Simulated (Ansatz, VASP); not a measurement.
# Si2SnB3: VASP beside Ansatz

The input INCAR:

```
PREC = Accurate
ENCUT = 600
EDIFF = 1E-6
ISMEAR = 0
SIGMA = 0.2
LREAL = False
LASPH = True
NELM = 80
ALGO = Normal
ISIF = 3
LWAVE = False
LCHARG = False
GGA = PE
IBRION = 2
NSW = 36
EDIFFG = -0.08
```

The input KPOINTS:

```
Automatic mesh
0
Gamma
  3 3 5
```

File POSCAR:

```
Si2SnB3
1.0
    4.0119066100     -3.4359072300      0.0000000000
    4.0119066100      3.4359072300      0.0000000000
   -1.8182440900      0.0000000000      3.5092981400
Si Sn B
2 1 3
Direct
    0.0000000000      0.5000000000      0.5000000000
    0.5000000000      0.0000000000      0.5000000000
    0.5000000000      0.5000000000      0.0000000000
    0.8872827200      0.8872827200      0.5864400600
    0.1127172800      0.1127172800      0.4135599400
    0.0000000000      0.0000000000      0.0000000000
```

Input for Ansatz:

```yaml
crystal:
  lattice:
    - [4.01190661, -3.43590723, 0.0]
    - [4.01190661, 3.43590723, 0.0]
    - [-1.81824409, 0.0, 3.50929814]
  atoms:
    - { symbol: Si, position: [0.0, 0.5, 0.5] }
    - { symbol: Si, position: [0.5, 0.0, 0.5] }
    - { symbol: Sn, position: [0.5, 0.5, 0.0] }
    - { symbol: B, position: [0.88728272, 0.88728272, 0.58644006] }
    - { symbol: B, position: [0.11271728, 0.11271728, 0.41355994] }
    - { symbol: B, position: [0.0, 0.0, 0.0] }
basis:
  ecutwfc: 420
kpoints:
  mp_grid: { grid: [3, 3, 5] }
hamiltonian:
  xc: pbe
scf:
  occupations: { method: gaussian, width: 0.2 }
  lower_state_search: "off"
output:
  forces: true
  stress: true
  eigenvalues: true
relax:
  adjacent_minimum: "off"
  f_tol: 0.08
  max_steps: 16
  cell: { stress_tol: 0.8 }
```

Alike in both runs: task relaxation of cell and atoms; functional PBE; k mesh 3 × 3 × 5; occupations gaussian, width 0.2 eV; no spin polarisation.

```csv
,VASP,Ansatz
version,VASP 6.6.1,Ansatz 0.2.0
potentials or method,"VASP PAW PBE potentials, release 64 (Si, Sn_d, B), cutoff 600 eV","scalar-relativistic, plane waves, PAW"
valence electrons in the cell,31,31
```

|  | VASP | Ansatz | Ansatz less VASP |
| --- | --- | --- | --- |
| gap on the k mesh at the Fermi level, each at its own relaxed structure (eV) | none | none | - |
| relaxed volume (Å³/atom) | 13.67 | 13.67 | -0.005 |
| relaxed length of the cell vector where the two differ most in proportion (Å) | 5.344 | 5.342 | -0.0017 |

A gap of «none» marks a metal or a gap that the smearing closes.

The k mesh is coarse, so the values compare programs but aren't converged. Noted on VASP's run: the volume moved by over 15 % at a fixed basis, so the end points are rough.
